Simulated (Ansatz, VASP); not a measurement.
**Two plane-wave programs on W**

```
W
1.0
     0.00000    2.03000    2.03000
     2.03000    0.00000    2.03000
     2.03000    2.03000    0.00000
W
1
Direct
  0.00000 0.00000 0.00000
```

Alike in both runs: task single point; functional PBEsol; k mesh 7 × 7 × 7; occupations fermi-dirac, width 0.1 eV; no spin polarisation.

```csv
,VASP,Ansatz
version,VASP 6.6.1,Ansatz 0.2.0
potentials or method,"VASP PAW PBE potentials, release 64 (W_sv), cutoff 500 eV","plane waves, PAW"
valence electrons in the cell,14,14
```

```tsv
	VASP	Ansatz	Ansatz less VASP
pressure (GPa)	-10.7	-11.2	-0.43
```

VASP's potentials were made for PBE, not for PBEsol.

The k mesh is coarse, so the values compare programs but aren't converged. Neither program's run includes spin-orbit coupling.
